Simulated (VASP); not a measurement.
# Si62Ge (a cell with a defect) in VASP: single point with PBEsol

Aim: the single point of Si62Ge (a cell with a defect) with PBEsol.

All numbers are computed with VASP 6.6.1; they aren't measurements. Logs are shortened: lines on timing, memory, paths and dates and some standing lists are left out, and cuts for length are marked.

### 1 The cell of the first run

The cell holds a defect, 63 atoms: a = 10.860 Å, b = 10.860 Å, c = 10.860 Å, α = 90.00°, β = 90.00°, γ = 90.00°.

### 2 Single point, PBEsol

INCAR

```
PREC = Accurate
ENCUT = 520
EDIFF = 1E-6
ISMEAR = 0
SIGMA = 0.05
LREAL = Auto
LASPH = True
NELM = 80
ALGO = Normal
ISIF = 2
LWAVE = False
LCHARG = False
GGA = PS
NELECT = 264.0
NBANDS = 168
```

KPOINTS

```
Automatic mesh
0
Gamma
  1 1 1
```

POSCAR

```
Si62Ge
1.0
   10.8600000000      0.0000000000      0.0000000000
    0.0000000000     10.8600000000      0.0000000000
    0.0000000000      0.0000000000     10.8600000000
Si Ge
62 1
Direct
    0.4911484346      0.0039231123     -0.0094918969
    0.6224441989      0.1222517495      0.1228110497
    0.7506539595      0.2473933702      0.0021463168
    0.8768330571      0.3751372928      0.1252683241
    0.7485676796     -0.0016483425      0.2503023020
    0.8768526703      0.1244406077      0.3756996317
    0.0001771639      0.0025005525     -0.0022764273
    0.1255999079      0.1253196133      0.1249988950
    0.2481418048      0.2502296501     -0.0008043278
    0.3762099448      0.3760686924      0.1240773481
    0.4986857274      0.5028161142     -0.0026182320
    0.6251900552      0.6243251381      0.1254502762
    0.7473453959      0.7506893186     -0.0003780847
    0.8751875691      0.8756744015      0.1228275322
    0.2501897790      0.0003095764      0.2494763352
    0.3751239411      0.1277190608      0.3723344383
    0.5015726519      0.2512821363      0.2476979742
    0.6268075506      0.3744455801      0.3764833333
    0.7501072744      0.4994906077      0.2501197974
    0.8751646409      0.6254566298      0.3741507366
    0.4986938306      0.0038787293      0.4978320442
    0.6256150092      0.1253714549      0.6251430939
    0.7521855433      0.2488760589      0.5014734807
    0.8799393186      0.3723934622      0.6259962247
    0.7500009208      0.0001016575      0.7498764273
    0.8756701657      0.1267492634      0.8725321363
   -0.0018674954      0.5028415285     -0.0020930939
    0.1247715470      0.6203782689      0.1291966851
    0.2487872007      0.7464925414      0.0034581031
    0.3746979742      0.8768877532      0.1219763352
    0.0018676796      0.2498110497      0.2517623389
    0.1277959484      0.3664146409      0.3847806630
    0.2481345304      0.4945587477      0.2551896869
    0.3739378453      0.6273175875      0.3727395028
    0.5000441068      0.7518196133      0.2481992634
    0.6255033149      0.8727049724      0.3778687845
    0.0057891344      0.0017125230      0.5042852670
    0.2544964088      0.2396980663      0.5109780847
    0.3767585635      0.3774371087      0.6228825967
    0.4998000921      0.5039119705      0.4971053407
    0.6241267035      0.6250905157      0.6270472376
    0.7507678637      0.7482492634      0.5029399632
    0.8770190608      0.8771792818      0.6238531308
    0.3643545120      0.1294852670      0.8629801105
    0.4998101289      0.2515988029      0.7478014733
    0.6261591160      0.3730792818      0.8785680479
    0.7497617864      0.4980182320      0.7504953959
    0.8732697053      0.6280587477      0.8729606814
    0.0001356354      0.7507178637      0.2489131676
    0.1243662063      0.8761991713      0.3753152855
    0.0005172192      0.4998993554      0.4992359116
    0.1254862799      0.6251870166      0.6249422652
    0.2482215470      0.7510337017      0.5004305709
    0.3705107735      0.8817791897      0.6215699816
    0.0084397790      0.2439089319      0.7503336096
    0.1243099448      0.3758368324      0.8750090239
    0.2500584715      0.5004139963      0.7495101289
    0.3733941068      0.6281109576      0.8725493554
    0.4954595764      0.7555283610      0.7474383057
    0.6224056169      0.8765992634      0.8742465009
    0.0017901473      0.7516692449      0.7491857274
    0.1244395948      0.8708397790      0.8803923573
    0.1636902394      0.0894183241      0.6621179558
```

Potentials or basis: VASP PAW PBE potentials, release 64 (Si, Ge_d).

The run is started by

```
$ cat potpaw_PBE.64/Si/POTCAR potpaw_PBE.64/Ge_d/POTCAR > POTCAR
$ mpirun -np 1 vasp_gam > vasp.out
```

OUTCAR:

```text
PREC = Accurate
   ENCUT = 520
   EDIFF = 1E-6
   ISMEAR = 0
   LREAL = Auto
   LASPH = True
   NELM = 80
   ISIF = 2
   GGA = PS
   NELECT = 264.0

 ion  position               nearest neighbor table
   1  0.491  0.004  0.991-  60 2.35  30 2.35  44 2.38   2 2.40
   2  0.622  0.122  0.123-   3 2.35  17 2.35   5 2.37   1 2.40
   3  0.751  0.247  0.002-  46 2.34   2 2.35  26 2.35   4 2.36
   4  0.877  0.375  0.125-  19 2.36  27 2.36  31 2.36   3 2.36
   5  0.749  0.998  0.250-  36 2.36  14 2.36   2 2.37   6 2.38
   6  0.877  0.124  0.376-  31 2.35  23 2.35   5 2.38  37 2.38
[... 35 lines left out ...]
  42  0.751  0.748  0.503-  41 2.34  36 2.35  20 2.36  43 2.36
  43  0.877  0.877  0.624-  37 2.34  61 2.36  25 2.36  42 2.36
  44  0.364  0.129  0.863-  45 2.34   9 2.35   1 2.38
  45  0.500  0.252  0.748-  44 2.34  39 2.34  22 2.35  46 2.37
  46  0.626  0.373  0.879-   3 2.34  11 2.36  47 2.36  45 2.37
  47  0.750  0.498  0.750-  48 2.36  41 2.36  46 2.36  24 2.38
  48  0.873  0.628  0.873-  27 2.35  13 2.35  61 2.36  47 2.36
  49  0.000  0.751  0.249-  28 2.35  20 2.35  14 2.36  50 2.36
  50  0.124  0.876  0.375-  37 2.34  53 2.35  15 2.36  49 2.36
  51  0.001  0.500  0.499-  24 2.35  52 2.36  32 2.36  20 2.36
  52  0.125  0.625  0.625-  53 2.34  57 2.34  61 2.35  51 2.36
  53  0.248  0.751  0.500-  52 2.34  50 2.35  54 2.35  34 2.36
  54  0.371  0.882  0.622-  21 2.35  53 2.35  59 2.36
  55  0.008  0.244  0.750-  26 2.34  56 2.34  24 2.39  63 2.56
  56  0.124  0.376  0.875-  55 2.34   9 2.34  57 2.36  27 2.36
  57  0.250  0.500  0.750-  52 2.34  58 2.35  56 2.36  39 2.36
  58  0.373  0.628  0.873-  57 2.35  29 2.35  59 2.35  11 2.35
  59  0.495  0.756  0.747-  58 2.35  60 2.35  54 2.36  41 2.38
  60  0.622  0.877  0.874-  59 2.35   1 2.35  25 2.35  13 2.36
  61  0.002  0.752  0.749-  62 2.34  52 2.35  43 2.36  48 2.36
  62  0.124  0.871  0.880-  29 2.33  61 2.34   7 2.34
  63  0.164  0.089  0.662-  38 2.52  55 2.56  37 2.60

  LATTYP: Found a simple cubic cell.
 ALAT       =    10.8600000000

  Lattice vectors:

 A1 = (  10.8600000000,   0.0000000000,   0.0000000000)
 A2 = (   0.0000000000,  10.8600000000,   0.0000000000)
 A3 = (   0.0000000000,   0.0000000000,  10.8600000000)

Analysis of symmetry for initial positions (statically):
=====================================================================
 Subroutine PRICEL returns:
 Original cell was already a primitive cell.

 Routine SETGRP: Setting up the symmetry group for a
 simple cubic supercell.

 Subroutine GETGRP returns: Found  1 space group operations
 (whereof  1 operations were pure point group operations)
 out of a pool of 48 trial point group operations.

The static configuration has the point symmetry C_1 .

Analysis of symmetry for dynamics (positions and initial velocities):
=====================================================================
 Subroutine PRICEL returns:
 Original cell was already a primitive cell.

 Routine SETGRP: Setting up the symmetry group for a
 simple cubic supercell.

 Subroutine GETGRP returns: Found  1 space group operations
 (whereof  1 operations were pure point group operations)
 out of a pool of 48 trial point group operations.

The dynamic configuration has the point symmetry C_1 .

 Subroutine INISYM returns: Found  1 space group operations
 (whereof  1 operations are pure point group operations),
 and found     1 'primitive' translations

----------------------------------------------------------------------------------------

                                     Primitive cell

  volume of cell :    1280.8241

  direct lattice vectors                    reciprocal lattice vectors
    10.860000000  0.000000000  0.000000000     0.092081031  0.000000000  0.000000000
     0.000000000 10.860000000  0.000000000     0.000000000  0.092081031  0.000000000
     0.000000000  0.000000000 10.860000000     0.000000000  0.000000000  0.092081031

  length of vectors
    10.860000000 10.860000000 10.860000000     0.092081031  0.092081031  0.092081031

  position of ions in fractional coordinates (direct lattice)
     0.491148435  0.003923112  0.990508103
     0.622444199  0.122251750  0.122811050
     0.750653959  0.247393370  0.002146317
     0.876833057  0.375137293  0.125268324
     0.748567680  0.998351658  0.250302302
     0.876852670  0.124440608  0.375699632
[... 55 lines left out ...]
     0.124439595  0.870839779  0.880392357
     0.163690239  0.089418324  0.662117956

  ion indices of the primitive-cell ions
   primitive index   ion index
                 1           1
                 2           2
                 3           3
                 4           4
                 5           5
                 6           6
[... 55 lines left out ...]
                62          62
                63          63

----------------------------------------------------------------------------------------

 KPOINTS: Automatic mesh

Automatic generation of k-mesh.
 Grid dimensions read from file:
 generate k-points for:    1    1    1

 Generating k-lattice:

  Cartesian coordinates                     Fractional coordinates (reciprocal lattice)
     0.092081031  0.000000000  0.000000000     1.000000000  0.000000000  0.000000000
     0.000000000  0.092081031  0.000000000     0.000000000  1.000000000  0.000000000
     0.000000000  0.000000000  0.092081031     0.000000000  0.000000000  1.000000000

  Length of vectors
     0.092081031  0.092081031  0.092081031

  Shift w.r.t. Gamma in fractional coordinates (k-lattice)
     0.000000000  0.000000000  0.000000000

 Subroutine IBZKPT returns following result:
 ===========================================

 Found      1 irreducible k-points:

 Following reciprocal coordinates:
            Coordinates               Weight
  0.000000  0.000000  0.000000      1.000000
   k-points           NKPTS =      1   k-points in BZ     NKDIM =      1   number of bands    NBANDS=    168
   number of dos      NEDOS =    301   number of ions     NIONS =     63
   total plane-waves  NPLWV = 592704
   dimension x,y,z NGX =    84 NGY =   84 NGZ =   84
   dimension x,y,z NGXF=   168 NGYF=  168 NGZF=  168
   ions per type =              62   1
   NGX,Y,Z   is equivalent  to a cutoff of  12.86, 12.86, 12.86 a.u.
   NGXF,Y,Z  is equivalent  to a cutoff of  25.72, 25.72, 25.72 a.u.
 SYSTEM =  unknown system
   PREC   = accura    normal or accurate (medium, high low for compatibility)
   ISTART =      0    job   : 0-new  1-cont  2-samecut
   ICHARG =      2    charge: 1-file 2-atom 10-const
   ISPIN  =      1    spin polarized calculation?
   LNONCOLLINEAR =      F non collinear calculations
   LSORBIT =      F    spin-orbit coupling
   LASPH  =      T    aspherical Exc in radial PAW
   ENCUT  =  520.0 eV  38.22 Ry    6.18 a.u.  20.19 20.19 20.19*2*pi/ulx,y,z
   NELM   =     80;   NELMIN=  2; NELMDL= -5     # of ELM steps
   EDIFF  = 0.1E-05   stopping-criterion for ELM
   LREAL  =      T    real-space projection
   EDIFFG = 0.1E-04   stopping-criterion for IOM
   NSW    =      0    number of steps for IOM
   IBRION =     -1    ionic relax: 0-MD 1-quasi-New 2-CG
   NFREE  =      0    steps in history (QN), initial steepest desc. (CG)
   ISIF   =      2    stress and relaxation
   ISYM   =      2    0-nonsym 1-usesym 2-fastsym
   POTIM  = 0.5000    time-step for ionic-motion
   TEBEG  =    0.0;   TEEND  =   0.0 temperature during run
   PSTRESS=    0.0 pullay stress
   NELECT =     264.0000    total number of electrons
   NUPDOWN=      -1.0000    fix difference up-down
   EMIN   =  10.00;   EMAX   =-10.00  energy-range for DOS
   EFERMI =   0.00;   METHOD = LEGACY
   ISMEAR =     0;   SIGMA  =   0.05  broadening in eV -4-tet -1-fermi 0-gaus
   EFERMI_NEDOS =   21; number of points for ismear=-14 and -15
   IALGO  =     38    algorithm
   IMIX   =      4    mixing-type and parameters
     AMIX     =   0.40;   BMIX     =  1.00
     AMIX_MAG =   1.60;   BMIX_MAG =  1.00
  volume/ion in A,a.u.               =      20.33       137.20
  Fermi-wavevector in a.u.,A,eV,Ry     =   0.967044  1.827449 12.723821  0.935174
  Thomas-Fermi vector in A             =   2.096897
   LORBIT       =      0    0 simple, 1 ext, 2 COOP (PROOUT), +10 PAW based schemes
   GGA     = PS    functional components
   LHFCALC =     F    Hartree Fock is set to
   AEXX    =    0.0000 exact exchange contribution
   IVDW    =     0    specifies the selected vdW correction
   LEPSILON=     F    determine dielectric tensor
   LRPA    =     F    only Hartree local field effects (RPA)
 non-spin polarized calculation
 Gauss-broadening in eV      SIGMA  =   0.05
  energy-cutoff  :      520.00
  volume of cell :     1280.82
 maximum number of plane-waves:     17229
 NGX is ok and might be reduce to    84
   NGX = 41   NGY = 41   NGZ = 41

 number of electron     263.9999999 magnetization

 Free energy of the ion-electron system (eV)
  ---------------------------------------------------
  ext. energy  EPLUGINS =         0.00000000
  ---------------------------------------------------
  free energy    TOTEN  =      -339.12048514 eV

  energy without entropy =     -339.05630019  energy(sigma->0) =     -339.08839267

 E-fermi :   6.1699     XC(G=0):  -9.5452

 val. band max:        6.1625428184   @ k =   0.0000   0.0000   0.0000
 cond. band min:       6.1839269111   @ k =   0.0000   0.0000   0.0000
 fundamental gap:      0.0213840927
 Fermi energy:         6.1699302087

 k-point     1 :       0.0000    0.0000    0.0000
  band No.  band energies     occupation
      1     -18.1287      2.00000
      2     -18.1235      2.00000
      3     -18.1169      2.00000
      4     -18.0946      2.00000
      5     -18.0882      2.00000
      6      -6.3028      2.00000
[... 136 lines left out ...]
    143       6.7716      0.00000
    144       6.7923      0.00000
 [bands above 144 left out]

------------------------ aborting loop because EDIFF is reached ----------------------------------------

  FORCE on cell =-STRESS in cart. coord.  units (eV):
  Direction    XX          YY          ZZ          XY          YZ          ZX
  --------------------------------------------------------------------------------------
  -------------------------------------------------------------------------------------
  Total       14.4429999     19.8563699     18.4713718      1.8609145     -2.4669853     -3.4601134
  in kB       18.0666868     24.8382481     23.1057599      2.3278099     -3.0859414     -4.3282411
  external PRESSURE =      22.0035649 kB  Pullay stress =       0.0000000 kB

 VOLUME and BASIS-vectors are now :
 -----------------------------------------------------------------------------
  energy-cutoff  :      520.00
  volume of cell :     1280.82
      direct lattice vectors                 reciprocal lattice vectors
    10.860000000  0.000000000  0.000000000     0.092081031  0.000000000  0.000000000
     0.000000000 10.860000000  0.000000000     0.000000000  0.092081031  0.000000000
     0.000000000  0.000000000 10.860000000     0.000000000  0.000000000  0.092081031

 POSITION                                       TOTAL-FORCE (eV/Angst)
 -----------------------------------------------------------------------------------
      5.33387      0.04260     10.75692        -0.006878      0.005910     -0.001327
      6.75974      1.32765      1.33373         0.004127     -0.002841      0.004038
      8.15210      2.68669      0.02331        -0.002038     -0.001847     -0.000558
      9.52241      4.07399      1.36041         0.008704     -0.001112     -0.005376
      8.12945     10.84210      2.71828         0.006850     -0.014354     -0.000080
      9.52262      1.35142      4.08010        -0.005309      0.006732     -0.002920
[... 55 lines left out ...]
      1.35141      9.45732      9.56106        -0.015531     -0.004969      0.022363
      1.77768      0.97108      7.19060        -0.124193      0.085291     -0.077586
 -----------------------------------------------------------------------------------
    total drift:                                0.007762      0.013364     -0.008922

  FREE ENERGIE OF THE ION-ELECTRON SYSTEM (eV)
  ---------------------------------------------------
  free  energy   TOTEN  =      -339.1204851419 eV

  energy  without entropy=     -339.0563001926  energy(sigma->0) =     -339.08839267
```

It took 7.3 min on 1 thread of Intel Xeon Platinum 8488C (Sapphire Rapids), shared host; peak memory 0.95 GiB.

What came out:

| Item | Value |
| --- | --- |
| Free energy | -339.1205 eV |
| Largest force | 0.169 eV/Å |

Forces on the atoms (eV/Å):
```
Si  -0.007  0.006 -0.001
Si   0.004 -0.003  0.004
Si  -0.002 -0.002 -0.001
Si   0.009 -0.001 -0.005
Si   0.007 -0.014  0.000
Si  -0.005  0.007 -0.003
Si  -0.011  0.022  0.001
Si   0.003 -0.003  0.003
Si  -0.007  0.004 -0.001
Si   0.017 -0.016  0.000
Si  -0.003  0.006  0.004
Si   0.006 -0.002  0.002
Si   0.001  0.001  0.003
Si   0.019 -0.014 -0.003
Si   0.003 -0.005 -0.001
Si  -0.017  0.002  0.005
Si   0.007 -0.018  0.011
Si  -0.012  0.007  0.004
Si   0.002 -0.009 -0.002
Si  -0.013  0.012 -0.009
Si  -0.009  0.019  0.005
Si   0.001 -0.001  0.005
Si  -0.007  0.005 -0.001
Si   0.028 -0.016 -0.004
Si   0.005  0.002 -0.006
Si  -0.007  0.008 -0.002
Si  -0.006  0.021 -0.001
Si   0.009  0.003 -0.005
Si   0.012 -0.005  0.007
Si   0.016 -0.009  0.008
Si   0.004 -0.005 -0.005
Si  -0.015  0.027 -0.011
Si   0.010  0.001 -0.012
Si  -0.008  0.009 -0.001
Si   0.011 -0.012  0.008
Si  -0.017  0.009  0.008
Si   0.017  0.028  0.020
Si  -0.026  0.023 -0.014
Si   0.001 -0.004  0.000
Si  -0.010  0.012  0.002
Si   0.023 -0.021  0.001
Si  -0.001  0.005  0.005
Si   0.010 -0.003  0.002
Si  -0.024 -0.016 -0.015
Si  -0.001 -0.011 -0.001
Si  -0.012  0.002  0.004
Si   0.018 -0.021 -0.001
Si  -0.007  0.005 -0.002
Si   0.014 -0.010  0.004
Si  -0.009  0.011  0.007
Si  -0.010  0.023 -0.006
Si   0.001 -0.002  0.005
Si  -0.004 -0.001  0.002
Si   0.060 -0.058  0.016
Si   0.035 -0.024 -0.006
Si  -0.016  0.014  0.008
Si   0.000 -0.005 -0.002
Si   0.001 -0.010  0.003
Si   0.044 -0.045  0.012
Si   0.003  0.002  0.008
Si   0.002 -0.010 -0.002
Si  -0.016 -0.005  0.022
Ge  -0.124  0.085 -0.078
```

Caveat: the k points lie up to 0.58 Å⁻¹ apart; the cell carries a net charge on a neutralising background, which shifts energy and pressure; the cell is charged against a uniform background, so pressure and absolute levels hang on convention; the PAW data sets were made with another functional, which shifts forces and pressure a little.
